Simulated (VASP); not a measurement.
BN: single point with PBEsol

Crystal: BN.

```
B N
1.0
     1.25112    0.72234    3.37293
    -1.25112    0.72234    3.37293
     0.00000   -1.44467    3.37293
B N
1 1
Direct
  0.00264 0.00264 0.00264
  0.33047 0.33047 0.33047
```

This cell differs from its parent crystal: mode 4 (749.1 1/cm) frozen in, largest displacement +0.030 Å.

```
Program             : VASP 6.6.1
Task                : single point
Functional          : PBEsol
Potentials or basis : VASP PAW PBE potentials, release 64 (B, N)
Cutoff              : 520 eV
k mesh              : 12 × 12 × 12
Occupations         : gaussian, width 0.05 eV
Spin                : no spin polarisation
```

The pressure is 0.8 GPa. The largest force is 0.674 eV/Å and the band gap on the k mesh is 4.24 eV, indirect (least direct gap 4.65 eV).

Forces on the atoms (eV/Å):
```
B    0.000  0.000 -0.674
N    0.000  0.000  0.674
```

Stress tensor (GPa, compression positive):
```
 1.29  0.00  0.00
 0.00  1.29  0.00
 0.00  0.00 -0.23
```

Levels at points of the mesh, in eV from the valence-band top:
| k point | band 1 | band 2 | band 3 | band 4 | band 5 | band 6 | band 7 | band 8 |
| --- | --- | --- | --- | --- | --- | --- | --- | --- |
| (0.00, 0.00, 0.00) | -17.72 | -4.18 | -1.23 | -1.23 | 4.93 | 11.64 | 11.64 | 13.12 |
| (0.50, 0.00, 0.00) | -14.50 | -8.92 | -4.03 | -0.57 | 5.10 | 9.92 | 12.84 | 15.06 |
| (0.50, 0.50, 0.00) | -14.43 | -8.79 | -4.08 | -1.21 | 4.24 | 9.84 | 13.95 | 17.41 |
| (0.50, 0.50, 0.50) | -17.45 | -6.20 | -1.25 | -1.25 | 9.93 | 11.58 | 11.58 | 12.28 |

Wall time 32 s on 1 thread of Intel(R) Xeon(R) 6975P-C (Granite Rapids), on a shared host, peak memory 0.17 GiB.

Caveat: the cell differs from its parent crystal (mode 4 (749.1 1/cm) frozen in, largest displacement +0.030 Å); the PAW data sets were made with another functional, which shifts forces and pressure a little. A k mesh can miss the band edges.
